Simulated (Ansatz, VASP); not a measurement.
## One calculation of Ba, two programs

The input INCAR:

```
  PREC = Accurate
  ENCUT = 520
  EDIFF = 1E-7
  ISMEAR = 0
  SIGMA = 0.15
  LREAL = F
  LASPH = T
  NELM = 80
  ALGO = Fast
  ISIF = 2
  LWAVE = F
  LCHARG = T
  GGA = CA
  LELF = T
  LVHAR = T
  NBANDS = 11
```

KPOINTS

```
regular mesh
0
Gamma
  12 12 12
```

The input POSCAR:

```
Ba
1.0
    3.9177175405      0.0000000000      0.0000000000
    0.0000000000      3.9177175405      0.0000000000
    0.0000000000      0.0000000000      3.8589517774
Ba
1
Direct
    0.0000000000      0.0000000000      0.0000000000
```

Input for Ansatz:

```yaml
crystal:
  lattice:
    - [3.9177175405, 0.0, 0.0]
    - [0.0, 3.9177175405, 0.0]
    - [0.0, 0.0, 3.8589517774]
  atoms:
    - { symbol: Ba, position: [0.0, 0.0, 0.0] }
basis:
  ecutwfc: 420
kpoints:
  mp_grid: { grid: [12, 12, 12] }
hamiltonian:
  xc: lda
scf:
  occupations: { method: gaussian, width: 0.15 }
output:
  forces: true
  stress: true
  eigenvalues: true
```

Change from the starting cell: strain +0.000 along x and y, -0.015 along z, atoms carried along.

Alike in both runs: task single point; functional LDA; k mesh 12 × 12 × 12; occupations gaussian, width 0.15 eV; no spin polarisation.

|  | VASP | Ansatz |
| --- | --- | --- |
| version | VASP 6.6.1 | Ansatz 0.2.0 |
| potentials or method | VASP PAW LDA potentials, release 64 (Ba_sv), cutoff 520 eV | scalar-relativistic, plane waves, PAW |
| valence electrons in the cell | 10 | 10 |

```csv
,VASP,Ansatz,Ansatz less VASP
gap on the k mesh at the Fermi level (eV),none,none,-
pressure (GPa),-1.0,-1.1,-0.12
"traceless stress, the component that is largest in VASP (GPa)",0.28,0.27,-0.010
```

LDA's correlation is that of Perdew and Zunger in VASP and of Perdew and Wang (1992) in Ansatz. A gap of «none» marks a metal or a gap that the smearing closes.

Neither program's run includes spin-orbit coupling.
